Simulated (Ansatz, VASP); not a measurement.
## BeTe: VASP beside Ansatz

INCAR

```
PREC = Accurate
ENCUT = 600
EDIFF = 1E-6
ISMEAR = 0
SIGMA = 0.01
LREAL = False
LASPH = True
NELM = 120
ALGO = Normal
ISIF = 2
LWAVE = False
LCHARG = False
GGA = PE
NBANDS = 11
GGA_COMPAT = False
```

The input KPOINTS:

```
Automatic mesh
0
Gamma
  6 6 6
```

The input POSCAR:

```
BeTe
1.0
    0.0000000000      2.8599145492      2.8599145492
    2.8599145492      0.0000000000      2.8599145492
    2.8599145492      2.8599145492      0.0000000000
Be Te
1 1
Direct
    0.0000000000      0.0000000000      0.0000000000
    0.2500000000      0.2500000000      0.2500000000
```

Input for Ansatz:

```yaml
crystal:
  lattice:
    - [0.0, 2.8599145492, 2.8599145492]
    - [2.8599145492, 0.0, 2.8599145492]
    - [2.8599145492, 2.8599145492, 0.0]
  atoms:
    - { symbol: Be, position: [0.0, 0.0, 0.0] }
    - { symbol: Te, position: [0.25, 0.25, 0.25] }
kpoints:
  mp_grid: { grid: [6, 6, 6] }
hamiltonian:
  xc: pbe
scf:
  occupations: { method: fixed }
  n_extra_bands: 4
output:
  forces: true
  stress: true
  eigenvalues: true
```

Alike in both runs: task single point; functional PBE; k mesh 6 × 6 × 6; no spin polarisation.

|  | VASP | Ansatz |
| --- | --- | --- |
| version | VASP 6.6.1 | Ansatz 0.2.0 |
| potentials or method | VASP PAW PBE potentials, release 64 (Be, Te) | plane waves, PAW |
| plane-wave cutoff (eV) | 600 | 420 |
| occupations | gaussian, width 0.01 eV | fixed |
| valence electrons in the cell | 8 | 18 |

Ansatz gave:

* gap on the k mesh at the Fermi level (eV): 2.09
* pressure (GPa): -1.5

**Question.** What did VASP give for the same quantities?

**Answer.** gap on the k mesh at the Fermi level (eV): 2.08; pressure (GPa): -1.4.

VASP's potentials hold 8 valence electrons a cell and Ansatz's 18, so a difference there can come from the potentials and not from the codes.

Spin-orbit coupling is off throughout.
